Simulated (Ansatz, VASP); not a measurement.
## One calculation of LaP, two programs

```
La P
1.0
     0.00000    2.97179    2.97179
     2.97179    0.00000    2.97179
     2.97179    2.97179    0.00000
La P
1 1
Direct
  0.00000 0.00000 0.00000
  0.50000 0.50000 0.50000
```

Change from the starting cell: volume scaled by 0.96, crystal datasets.

Alike in both runs: task electric field gradients; functional LDA; k mesh 10 × 10 × 10; occupations fermi-dirac, width 0.03 eV; no spin polarisation.

|  | VASP | Ansatz |
| --- | --- | --- |
| version | VASP 6.6.1 | Ansatz 0.2.0 |
| potentials or method | VASP PAW LDA potentials, release 64 (La, P), cutoff 520 eV | all-electron PAW with datasets made for the crystal, scalar-relativistic |

|  | VASP | Ansatz | Ansatz less VASP |
| --- | --- | --- | --- |
| pressure (GPa) | -0.2 | -0.2 | +0.06 |

LDA's correlation is that of Perdew and Zunger in VASP and of Perdew and Wang (1992) in Ansatz. Ansatz ran all-electron here, and VASP with PAW potentials.

Neither program's run includes spin-orbit coupling.
